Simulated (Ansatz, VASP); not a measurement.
# Two plane-wave programs on BaO

```xyz
2
Lattice="0.0000 2.7439 2.7439 2.7439 0.0000 2.7439 2.7439 2.7439 0.0000" Properties=species:S:1:pos:R:3 pbc="T T T"
Ba    0.0000    0.0000    0.0000
O     2.7439    2.7439    2.7439
```

Alike in both runs: task single point; functional r2SCAN; k mesh 6 × 6 × 6; no spin polarisation.

```csv
,VASP,Ansatz
version,VASP 6.6.1,Ansatz 0.2.0
potentials or method,"VASP PAW PBE potentials, release 64 (Ba_sv, O)","plane waves, PAW"
plane-wave cutoff (eV),660,500
occupations,"gaussian, width 0.01 eV",fixed
valence electrons in the cell,16,16
```

|  | VASP | Ansatz | Ansatz less VASP |
| --- | --- | --- | --- |
| gap on the k mesh at the Fermi level (eV) | 2.21 | 2.27 | +0.063 |
| pressure (GPa) | 4.3 | 2.5 | -1.79 |

VASP's potentials were made for PBE, not for r2SCAN.

Neither program's run includes spin-orbit coupling.
